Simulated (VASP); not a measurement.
# InAs (Pm-3m) in VASP: a series of runs, part 3 of 3

VASP 6.6.1. The steps go on from the part before.

## (5) Single point, r2SCAN

POSCAR reads:

```
InAs
1.0
    3.5365410745      0.0000000000      0.0000000000
    0.0000000000      3.5365410745      0.0000000000
    0.0000000000      0.0000000000      3.5365410745
In As
1 1
Direct
    0.0000000000      0.0000000000      0.0000000000
    0.5000000000      0.5000000000      0.5000000000
```

INCAR.step1 reads:

```
PREC     = Accurate       # precision mode
ENCUT    = 520            # plane-wave cutoff, eV
ISMEAR   = -1             # smearing method
SIGMA    = 0.02           # smearing width, eV
LREAL    = False          # projectors in reciprocal space
LASPH    = True           # aspherical terms in the spheres
NELM     = 100            # most SCF steps
NBANDS   = 16             # bands
GGA      = PE             # functional
ALGO     = Normal         # electronic algorithm
EDIFF    = 1E-4           # SCF threshold, eV
LWAVE    = True           # write WAVECAR
LCHARG   = False          # write CHGCAR
```

INCAR.step2 reads:

```
PREC     = Accurate       # precision mode
ENCUT    = 520            # plane-wave cutoff, eV
EDIFF    = 1E-7           # SCF threshold, eV
ISMEAR   = -1             # smearing method
SIGMA    = 0.02           # smearing width, eV
LREAL    = False          # projectors in reciprocal space
LASPH    = True           # aspherical terms in the spheres
NELM     = 100            # most SCF steps
ALGO     = Normal         # electronic algorithm
ISIF     = 2              # what is computed and relaxed
LWAVE    = False          # write WAVECAR
LCHARG   = True           # write CHGCAR
METAGGA  = R2SCAN         # meta-GGA
LMIXTAU  = True         
LELF     = True           # ELF
LVHAR    = True         
NBANDS   = 16             # bands
ISTART   = 1
```

KPOINTS reads:

```
regular mesh
0
Gamma
  8 8 8
```

Potentials or basis: VASP PAW PBE potentials, release 64 (In_d, As).

On the command line:

```sh
$ cat potpaw_PBE.64/In_d/POTCAR potpaw_PBE.64/As/POTCAR > POTCAR
$ cp INCAR.step1 INCAR
$ mpirun -np 1 vasp_std > vasp.out
$ cp INCAR.step2 INCAR
$ mpirun -np 1 vasp_std > vasp.out
```

OUTCAR:

```text
PREC = Accurate
   ENCUT = 520
   EDIFF = 1E-7
   ISMEAR = -1
   LREAL = False
   LASPH = True
   NELM = 100
   ISIF = 2
   METAGGA = R2SCAN
   ISTART = 1

 ion  position               nearest neighbor table
   1  0.000  0.000  0.000-   2 3.06   2 3.06   2 3.06   2 3.06   2 3.06   2 3.06   2 3.06   2 3.06

   2  0.500  0.500  0.500-   1 3.06   1 3.06   1 3.06   1 3.06   1 3.06   1 3.06   1 3.06   1 3.06

  LATTYP: Found a simple cubic cell.
 ALAT       =     3.5365410745

  Lattice vectors:

 A1 = (   3.5365410745,   0.0000000000,   0.0000000000)
 A2 = (   0.0000000000,   3.5365410745,   0.0000000000)
 A3 = (   0.0000000000,   0.0000000000,   3.5365410745)

Analysis of symmetry for initial positions (statically):
=====================================================================
 Subroutine PRICEL returns:
 Original cell was already a primitive cell.

 Routine SETGRP: Setting up the symmetry group for a
 simple cubic supercell.

 Subroutine GETGRP returns: Found 48 space group operations
 (whereof 48 operations were pure point group operations)
[... 158 lines left out ...]
  ext. energy  EPLUGINS =         0.00000000
  ---------------------------------------------------
  free energy    TOTEN  =       -36.85301957 eV

  energy without entropy =      -36.85187794  energy(sigma->0) =      -36.85244875

 E-fermi :   6.9610     XC(G=0): -11.2110

 val. band max:        6.9390757113   @ k =   0.5000   0.5000   0.5000
 cond. band min:       7.0231265051   @ k =   0.5000   0.2500   0.1250
 fundamental gap:      0.0840507939
 Fermi energy:         6.9610314048

 k-point     1 :       0.0000    0.0000    0.0000
  band No.  band energies     occupation
      1      -8.1858      2.00000
      2      -8.1858      2.00000
      3      -7.9728      2.00000
      4      -7.9728      2.00000
      5      -7.9728      2.00000
      6      -6.3493      2.00000
[... 433 lines left out ...]
      3      -8.0609      2.00000
      4      -8.0443      2.00000
      5      -7.9013      2.00000
      6      -3.3583      2.00000
[... 8 lines left out ...]
     15      18.6592      0.00000
     16      19.3010      0.00000

 [... further k-points ...]
[... 5 lines left out ...]
  --------------------------------------------------------------------------------------
  -------------------------------------------------------------------------------------
  Total        0.1237571      0.1237571      0.1237571     -0.0000000     -0.0000000      0.0000000
  in kB        4.4827502      4.4827502      4.4827502     -0.0000000     -0.0000000      0.0000000
  external PRESSURE =       4.4827502 kB  Pullay stress =       0.0000000 kB

 VOLUME and BASIS-vectors are now :
 -----------------------------------------------------------------------------
  energy-cutoff  :      520.00
  volume of cell :       44.23
      direct lattice vectors                 reciprocal lattice vectors
     3.536541075  0.000000000  0.000000000     0.282762162  0.000000000  0.000000000
     0.000000000  3.536541075  0.000000000     0.000000000  0.282762162  0.000000000
     0.000000000  0.000000000  3.536541075     0.000000000  0.000000000  0.282762162

 POSITION                                       TOTAL-FORCE (eV/Angst)
 -----------------------------------------------------------------------------------
      0.00000      0.00000      0.00000         0.000000      0.000000      0.000000
      1.76827      1.76827      1.76827         0.000000      0.000000      0.000000
 -----------------------------------------------------------------------------------
    total drift:                               -0.000000      0.000000     -0.000000

  FREE ENERGIE OF THE ION-ELECTRON SYSTEM (eV)
  ---------------------------------------------------
  free  energy   TOTEN  =       -36.8530195665 eV

  energy  without entropy=      -36.8518779372  energy(sigma->0) =      -36.85244875
```

OUTCAR.step1:

```text
PREC = Accurate
   ENCUT = 520
   ISMEAR = -1
   LREAL = False
   LASPH = True
[... 678 lines left out ...]
      0.00000      0.00000      0.00000         0.000000      0.000000      0.000000
      1.76827      1.76827      1.76827         0.000000      0.000000      0.000000
 -----------------------------------------------------------------------------------
    total drift:                               -0.000000      0.000000     -0.000000

  FREE ENERGIE OF THE ION-ELECTRON SYSTEM (eV)
  ---------------------------------------------------
  free  energy   TOTEN  =        -6.8509498994 eV

  energy  without entropy=       -6.8493119613  energy(sigma->0) =       -6.85013093
```

Run time: 90 s. Hardware: 1 thread of Intel Xeon Platinum 8259CL at 2.50GHz (Skylake/Cascade Lake), shared host; peak memory 0.17 GiB.

What came out:

| Property | Result |
| --- | --- |
| Free energy | -36.8530 eV |
| Pressure | 0.4 GPa |
| Band gap on the k mesh | zero (band 9 reaches 7.91 eV, above the bottom of band 10 at 4.97 eV) |

Levels at points of the mesh, in eV from the Fermi level:
```tsv
k point	band 7	band 8	band 9	band 10	band 11	band 12
(0.00, 0.00, 0.00)	-2.05	-0.91	-0.91	-0.91	5.33	5.33
(0.50, 0.00, 0.00)	-7.68	0.88	0.88	2.58	3.66	5.19
(0.50, 0.50, 0.00)	-4.95	-4.95	-3.87	1.39	6.99	6.99
(0.50, 0.50, 0.50)	-2.42	-2.42	-2.42	-1.11	-0.02	-0.02
```

Caveat: the PAW data sets were made with another functional, which shifts forces and pressure a little; spin-orbit coupling is left out, which moves the levels of the heavy elements.

## (6) Relaxation of cell and atoms, PBE

This run uses another cell than the first one, of 18.94 Å³/atom, 0.857 times its volume.

INCAR reads:

```
SYSTEM = InAs
PREC     = Accurate       ! precision mode
ENCUT    = 600            ! plane-wave cutoff, eV
EDIFF    = 1E-6           ! SCF threshold, eV
ISMEAR   = -1             ! smearing method
SIGMA    = 0.02           ! smearing width, eV
LREAL    = .FALSE.        ! projectors in reciprocal space
LASPH    = .TRUE.         ! aspherical terms in the spheres
NELM     = 100            ! most SCF steps
ALGO     = Normal         ! electronic algorithm
ISIF     = 3              ! what is computed and relaxed
LWAVE    = .FALSE.        ! write WAVECAR
LCHARG   = .FALSE.        ! write CHGCAR
GGA      = PE             ! functional
IBRION   = 2              ! ionic algorithm
NSW      = 80             ! ionic steps
EDIFFG   = -0.005         ! ionic threshold
```

KPOINTS reads:

```
regular mesh
0
G
  8 8 8
  0 0 0
```

POSCAR reads:

```
InAs
1.0
    3.3585850799      0.0000000000      0.0000000000
    0.0000000000      3.3585850799      0.0000000000
    0.0000000000      0.0000000000      3.3585850799
In As
1 1
Direct
    0.0000000000      0.0000000000      0.0000000000
    0.5000000000      0.5000000000      0.5000000000
```

Potentials or basis: VASP PAW PBE potentials, release 64 (In_d, As).

On the command line:

```sh
$ cat potpaw_PBE.64/In_d/POTCAR potpaw_PBE.64/As/POTCAR > POTCAR
$ mpirun -np 1 vasp_std > vasp.out
```

Run time: 65 s. Hardware: 1 thread of Intel Xeon Platinum 8259CL at 2.50GHz (Skylake/Cascade Lake), shared host; peak memory 0.18 GiB.

The run converged. Its results:

```
Free energy                            : -6.8578 eV
Relaxed volume                         : 22.79 Å³/atom
Relaxed cell                           : a = 3.572 Å, b = 3.572 Å, c = 3.572 Å, α = 90.00°, β = 90.00°, γ = 90.00°
Space group after relaxing (to 0.05 Å) : Pm-3m (No. 221)
Energy gained by relaxing              : 168.2 meV/atom
Ionic steps                            : 5
Pressure after relaxing                : 0.0 GPa
```

Step by step:
| step | energy change (eV) | largest force (eV/Å) | pressure (GPa) | volume (Å³) |
| --- | --- | --- | --- | --- |
| 1 | 0.0000 | 0.0000 | 16.36 | 37.89 |
| 2 | -0.2838 | 0.0000 | -3.92 | 49.51 |
| 3 | -0.3363 | 0.0000 | 0.04 | 45.57 |
| 4 | -0.3362 | 0.0000 | -0.17 | 45.74 |
| 5 | -0.3363 | 0.0000 | 0.01 | 45.59 |

Final structure:
```cif
data_structure
_symmetry_space_group_name_H-M 'P 1'
_symmetry_Int_Tables_number 1
_cell_length_a 3.5723
_cell_length_b 3.5723
_cell_length_c 3.5723
_cell_angle_alpha 90.000
_cell_angle_beta 90.000
_cell_angle_gamma 90.000
_cell_volume 45.59
loop_
_atom_site_label
_atom_site_type_symbol
_atom_site_fract_x
_atom_site_fract_y
_atom_site_fract_z
_atom_site_occupancy
In1 In 0.00000 0.00000 0.00000 1
As1 As 0.50000 0.50000 0.50000 1
```

Levels at points of the mesh, in eV from the Fermi level:
```
           k point  band 5  band 6  band 7  band 8  band 9  band 10  band 11  band 12  band 13
(0.00, 0.00, 0.00)  -14.39  -12.60   -2.50   -0.82   -0.82    -0.82     4.82     4.82     9.18
(0.50, 0.00, 0.00)  -14.38  -11.12   -7.32    0.83    0.83     1.98     3.10     4.79     4.79
(0.50, 0.50, 0.00)  -14.30   -9.75   -4.64   -4.64   -3.90     1.30     6.27     6.27     7.35
(0.50, 0.50, 0.50)  -14.30   -9.26   -2.26   -2.26   -2.26    -1.41    -0.16    -0.16    -0.16
```

Caveat: the volume moved by over 15 % at a fixed basis, so the end points are rough; the bands computed are all filled at some k points, so no gap is given; spin-orbit coupling is left out, which moves the levels of the heavy elements.

## (7) Relaxation of cell and atoms, r2SCAN

This run uses another cell than the first one, of 22.79 Å³/atom, 1.030 times its volume.

POSCAR reads:

```
InAs
1.0
    3.5720909852      0.0000000000      0.0000000000
    0.0000000000      3.5720909852      0.0000000000
    0.0000000000      0.0000000000      3.5720909852
In As
1 1
Direct
    0.0000000000      0.0000000000      0.0000000000
    0.5000000000      0.5000000000      0.5000000000
```

INCAR.step1 reads:

```
SYSTEM = InAs
PREC     = Accurate       ! precision mode
ENCUT    = 600            ! plane-wave cutoff, eV
ISMEAR   = -1             ! smearing method
SIGMA    = 0.02           ! smearing width, eV
LREAL    = .FALSE.        ! projectors in reciprocal space
LASPH    = .TRUE.         ! aspherical terms in the spheres
NELM     = 60             ! most SCF steps
GGA      = PE             ! functional
ALGO     = Normal         ! electronic algorithm
EDIFF    = 1E-4           ! SCF threshold, eV
LWAVE    = .TRUE.         ! write WAVECAR
LCHARG   = .FALSE.        ! write CHGCAR
```

INCAR.step2 reads:

```
SYSTEM = InAs
PREC     = Accurate       ! precision mode
ENCUT    = 600            ! plane-wave cutoff, eV
EDIFF    = 1E-6           ! SCF threshold, eV
ISMEAR   = -1             ! smearing method
SIGMA    = 0.02           ! smearing width, eV
LREAL    = .FALSE.        ! projectors in reciprocal space
LASPH    = .TRUE.         ! aspherical terms in the spheres
NELM     = 60             ! most SCF steps
ALGO     = Normal         ! electronic algorithm
ISIF     = 3              ! what is computed and relaxed
LWAVE    = .FALSE.        ! write WAVECAR
LCHARG   = .FALSE.        ! write CHGCAR
METAGGA  = R2SCAN         ! meta-GGA
LMIXTAU  = .TRUE.       
IBRION   = 2              ! ionic algorithm
NSW      = 80             ! ionic steps
EDIFFG   = -0.005         ! ionic threshold
ISTART   = 1
```

KPOINTS reads:

```
Automatic mesh
0
G
  6 6 6
  0 0 0
```

On the command line:

```sh
$ cat potpaw_PBE.64/In_d/POTCAR potpaw_PBE.64/As/POTCAR > POTCAR
$ cp INCAR.step1 INCAR
$ mpirun -np 1 vasp_std > vasp.out
$ cp INCAR.step2 INCAR
$ mpirun -np 1 vasp_std > vasp.out
```

It took 2.6 min on 1 thread of Intel Xeon Platinum 8259CL at 2.50GHz (Skylake/Cascade Lake), shared host; peak memory 0.19 GiB.

The run converged. Its results:

- Free energy: -36.8485 eV
- Relaxed volume: 22.16 Å³/atom
- Relaxed cell: a = 3.539 Å, b = 3.539 Å, c = 3.539 Å, α = 90.00°, β = 90.00°, γ = 90.00°
- Space group after relaxing (to 0.05 Å): Pm-3m (No. 221)
- Energy gained by relaxing: 3.3 meV/atom
- Ionic steps: 3
- Pressure after relaxing: 0.0 GPa
- Band gap on the k mesh: zero (band 9 reaches 7.98 eV, above the bottom of band 10 at 5.30 eV)

The path:
| step | energy change (eV) | largest force (eV/Å) | pressure (GPa) | volume (Å³) |
| --- | --- | --- | --- | --- |
| 1 | 0.0000 | 0.0000 | -1.64 | 45.58 |
| 2 | -0.0062 | 0.0000 | 0.36 | 44.06 |
| 3 | -0.0065 | 0.0000 | 0.03 | 44.32 |

Final structure:
```
In As
1.0
     3.53894    0.00000    0.00000
     0.00000    3.53894    0.00000
     0.00000    0.00000    3.53894
In As
1 1
Cartesian
  0.0000 0.0000 0.0000
  1.7695 1.7695 1.7695
```

Levels at points of the mesh, in eV from the Fermi level:
| k point | band 7 | band 8 | band 9 | band 10 | band 11 | band 12 |
| --- | --- | --- | --- | --- | --- | --- |
| (0.00, 0.00, 0.00) | -2.01 | -0.83 | -0.83 | -0.83 | 5.37 | 5.37 |
| (0.50, 0.00, 0.00) | -7.62 | 0.98 | 0.98 | 2.62 | 3.70 | 5.22 |
| (0.50, 0.50, 0.00) | -4.88 | -4.88 | -3.84 | 1.48 | 7.03 | 7.03 |
| (0.50, 0.50, 0.50) | -2.34 | -2.34 | -2.34 | -1.10 | 0.02 | 0.02 |

Caveat: the PAW data sets were made with another functional, which shifts forces and pressure a little; spin-orbit coupling is left out, which moves the levels of the heavy elements.

## (8) Overview

| task | level | cell | k mesh | cutoff (eV) | gap on the mesh (eV) | pressure (GPa) | relaxed volume (Å³/atom) |
| --- | --- | --- | --- | --- | --- | --- | --- |
| single point | r2SCAN | a = 3.537 Å, 2 atoms | 6 × 6 × 6 | 520 | none | 0.1 | - |
| single point | PBE | a = 3.537 Å, 2 atoms | 8 × 8 × 8 | 520 | none | 1.9 | - |
| single point | PBE | a = 3.572 Å, 2 atoms | 8 × 8 × 8 | 520 | none | 0.0 | - |
| single point | r2SCAN | a = 3.537 Å, 2 atoms | 8 × 8 × 8 | 520 | none | 0.4 | - |
| relaxation of cell and atoms | PBE | relaxed from a = 3.359 Å, 2 atoms | 8 × 8 × 8 | 600 | - | 0.0 | 22.79 |
| relaxation of cell and atoms | r2SCAN | relaxed from a = 3.572 Å, 2 atoms | 6 × 6 × 6 | 600 | none | 0.0 | 22.16 |

Alike in all rows: potentials or basis VASP PAW PBE potentials, release 64 (In_d, As); no spin polarisation; smearing fermi-dirac 0.02 eV.

Every run on the cell as given and a fine mesh finds a metal. The pressure there spans 0.1 GPa (r2SCAN) to 1.9 GPa (PBE); a positive pressure means that this level wants a larger cell, a negative one a smaller.

Caveats: spin-orbit coupling is left out, which moves the levels of the heavy elements; the PAW data sets were made with another functional, which shifts forces and pressure a little (some runs); the volume moved by over 15 % at a fixed basis, so the end points are rough (some runs); the bands computed are all filled at some k points, so no gap is given (some runs).

Total energies depend on the potentials used, so only differences within one code and one set of settings carry meaning.
